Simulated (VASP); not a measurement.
A run of VASP 6.6.1 is set up as follows.

The input INCAR:

```
SYSTEM = Au
ALGO = Normal ; DIPOL = 0.5 0.5 0.500
EDIFF = 1E-6 ; ENCUT = 520
GGA = PE ; IDIPOL = 3
ISIF = 2 ; ISMEAR = -1
LASPH = .TRUE. ; LCHARG = .FALSE.
LDIPOL = .TRUE. ; LREAL = .FALSE.
LWAVE = .FALSE. ; NBANDS = 42
NELM = 80 ; PREC = Accurate
SIGMA = 0.05
```

KPOINTS

```
k-points
0
G
  12 12 1
  0 0 0
```

The input POSCAR:

```
Au
1.0
    2.9400990585      0.0000000000      0.0000000000
    0.0000000000      2.9400990585      0.0000000000
    0.0000000000      0.0000000000     26.3948000000
Au
6
Direct
    0.2500000000      0.2500000000      0.3030896255
    0.7500000000      0.7500000000      0.3818537753
    0.2500000000      0.2500000000      0.4606179251
    0.7500000000      0.7500000000      0.5393820749
    0.2500000000      0.2500000000      0.6181462247
    0.7500000000      0.7500000000      0.6969103745
```

Potentials or basis: VASP PAW PBE potentials, release 64 (Au).

The run is started by

```sh
$ cat potpaw_PBE.64/Au/POTCAR > POTCAR
$ mpirun -np 1 vasp_std > vasp.out
```

Problem. Estimate the largest force.

Solution. 0.111 eV/Å.

Problem. What does it give for the band gap on the k mesh?

Solution. Zero (band 33 reaches 4.65 eV, above the bottom of band 34 at -0.37 eV).

Forces on the atoms (eV/Å):
```
Au   0.000  0.000  0.111
Au   0.000  0.000 -0.085
Au   0.000  0.000 -0.003
Au   0.000  0.000  0.003
Au   0.000  0.000  0.085
Au   0.000  0.000 -0.111
```

Caveat: spin-orbit coupling is left out, which moves the levels of the heavy elements.
